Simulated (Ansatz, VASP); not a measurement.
## Two plane-wave programs on TePt

Contents of POSCAR:

```
TePt
1.0
    4.1109998117      0.0000000000      0.0000000000
   -2.0554999058      3.5602302719      0.0000000000
    0.0000000000      0.0000000000      5.4460000000
Te Pt
2 2
Direct
    0.3333333333      0.6666666667      0.2500000000
    0.6666666667      0.3333333333      0.7500000000
    0.0000000000      0.0000000000     -0.0459052516
    0.0000000000      0.0000000000      0.4540947484
```

File INCAR.step1:

```
SYSTEM = TePt
PREC = Accurate
ENCUT = 520
ISMEAR = 0
SIGMA = 0.15
LREAL = .False.
LASPH = .True.
NELM = 100
NBANDS = 24
GGA = PE
ALGO = Normal
EDIFF = 1E-4
LWAVE = .True.
LCHARG = .False.
```

The input INCAR.step2:

```
SYSTEM = TePt
PREC = Accurate
ENCUT = 520
EDIFF = 1E-6
ISMEAR = 0
SIGMA = 0.15
LREAL = .False.
LASPH = .True.
NELM = 100
ALGO = Normal
ISIF = 2
LWAVE = .False.
LCHARG = .False.
METAGGA = R2SCAN
LMIXTAU = .True.
NBANDS = 24
ISTART = 1
```

Contents of KPOINTS:

```
Automatic mesh
0
Gamma
  12 12 10
  0 0 0
```

Input for Ansatz:

```yaml
crystal:
  lattice:
    - [4.1109998117, 0.0, 0.0]
    - [-2.0554999058, 3.5602302719, 0.0]
    - [0.0, 0.0, 5.446]
  atoms:
    - { symbol: Te, position: [0.3333333333, 0.6666666667, 0.25] }
    - { symbol: Te, position: [0.6666666667, 0.3333333333, 0.75] }
    - { symbol: Pt, position: [0.0, 0.0, -0.0459052516] }
    - { symbol: Pt, position: [0.0, 0.0, 0.4540947484] }
basis:
  ecutwfc: 500
kpoints:
  mp_grid: { grid: [12, 12, 10] }
hamiltonian:
  xc: r2scan
scf:
  occupations: { method: gaussian, width: 0.15 }
output:
  forces: true
  stress: true
  eigenvalues: true
```

Change from the starting cell: all Pt atoms moved -0.250 Å, as atom 3 along Cartesian [0 0 1].

Alike in both runs: task single point; functional r2SCAN; k mesh 12 × 12 × 10; occupations gaussian, width 0.15 eV; no spin polarisation.

```csv
,VASP,Ansatz
version,VASP 6.6.1,Ansatz 0.2.0
potentials or method,"VASP PAW PBE potentials, release 64 (Te, Pt), cutoff 520 eV","scalar-relativistic, plane waves, PAW"
valence electrons in the cell,32,68
```

```tsv
	VASP	Ansatz	Ansatz less VASP
gap on the k mesh at the Fermi level (eV)	none	none	-
pressure (GPa)	17.4	17.4	-0.05
traceless stress, the component that is largest in VASP (GPa)	-1.21	-1.31	-0.102
rms of the force components (eV/Å)	0.516	0.520	+0.0043
```

VASP's potentials were made for PBE, not for r2SCAN. Atom by atom the forces differ by 0.004 eV/Å (rms over components). A gap of «none» marks a metal or a gap that the smearing closes. With one functional, cell and mesh, what is left measures potentials, basis and numerics. VASP's potentials hold 32 valence electrons a cell and Ansatz's 68, so a difference there can come from the potentials and not from the codes.

Neither program's run includes spin-orbit coupling.
